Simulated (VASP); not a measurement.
## Be24N: single point with PBE

The system is Be24N, a slab with vacuum.

```
Be N
1.0
     4.52544    0.00000    0.00000
     0.00000    7.13362    0.00000
     0.00000    0.00000   19.86855
Be N
24 1
Direct
  0.00000 0.37500 0.20132
  0.00000 0.87500 0.20132
  0.50000 0.37500 0.20132
  0.50000 0.87500 0.20132
  0.25000 0.12500 0.23420
  0.25000 0.62500 0.23420
  0.75000 0.12500 0.23420
  0.75000 0.62500 0.23420
  0.25000 0.37500 0.29995
  0.25000 0.87500 0.29995
  0.75000 0.37500 0.29995
  0.75000 0.87500 0.29995
  0.00000 0.12500 0.32684
  0.00000 0.62500 0.32684
  0.50000 0.12500 0.32684
  0.50000 0.62500 0.32684
  0.00000 0.37500 0.39931
  0.00000 0.87500 0.39931
  0.50000 0.37500 0.39931
  0.50000 0.87500 0.39931
  0.25000 0.12500 0.42120
  0.25000 0.62500 0.42120
  0.75000 0.12500 0.42120
  0.75000 0.62500 0.42120
  0.33333 0.12500 0.49273
```

```yaml
Program: VASP 6.6.1
Task: single point
Functional: PBE
Potentials_or_basis: VASP PAW PBE potentials, release 64 (Be, N)
Cutoff: 520 eV
k_mesh: 6 × 4 × 1
Occupations: gaussian, width 0.1 eV
Spin: no spin polarisation
Dipole_correction: yes
Further_INCAR_settings: LREAL = Auto; ALGO = Normal; EDIFF = 1e-06; NBANDS = 44
```

```json
{
  "Largest force": "1.530 eV/Å",
  "Band gap on the k mesh": "zero (an odd number of electrons rules out a gap without spin polarisation)"
}
```

Forces on the atoms (eV/Å):
```
Be   0.012  0.019  0.471
Be   0.012 -0.019  0.471
Be  -0.002  0.071  0.496
Be  -0.002 -0.071  0.496
Be   0.045  0.000 -0.693
Be   0.009  0.000 -0.608
Be  -0.008  0.000 -0.674
Be   0.013  0.000 -0.816
Be  -0.033 -0.020  0.177
Be  -0.033  0.020  0.177
Be  -0.004 -0.143  0.197
Be  -0.004  0.143  0.197
Be  -0.024  0.000  0.223
Be  -0.009  0.000 -0.090
Be  -0.036  0.000 -0.265
Be   0.071  0.000 -0.007
Be  -0.141  0.386 -0.075
Be  -0.141 -0.386 -0.075
Be   0.133  0.056  0.243
Be   0.133 -0.056  0.243
Be  -0.714  0.000 -1.299
Be  -0.118  0.000  0.044
Be  -0.772  0.000  0.991
Be   0.083  0.000  0.148
N    1.530  0.000  0.025
```

Levels at points of the mesh, in eV from the Fermi level:
| k point | band 23 | band 24 | band 25 | band 26 | band 27 | band 28 | band 29 | band 30 |
| --- | --- | --- | --- | --- | --- | --- | --- | --- |
| (0.00, 0.00, 0.00) | -1.30 | -1.16 | -0.51 | -0.30 | 0.02 | 0.61 | 0.77 | 1.09 |
| (0.50, 0.00, 0.00) | -1.20 | -0.18 | -0.10 | 0.13 | 0.80 | 1.10 | 1.47 | 1.47 |
| (0.00, 0.50, 0.00) | -1.23 | -1.10 | -0.85 | -0.75 | -0.40 | 0.17 | 0.73 | 0.84 |
| (0.50, 0.50, 0.00) | -1.15 | -0.93 | -0.38 | 0.16 | 0.22 | 0.24 | 0.54 | 1.06 |

Wall time 26 min on 1 thread of Oxide Virtual Turin-like Processor (shared host), peak memory 0.66 GiB.
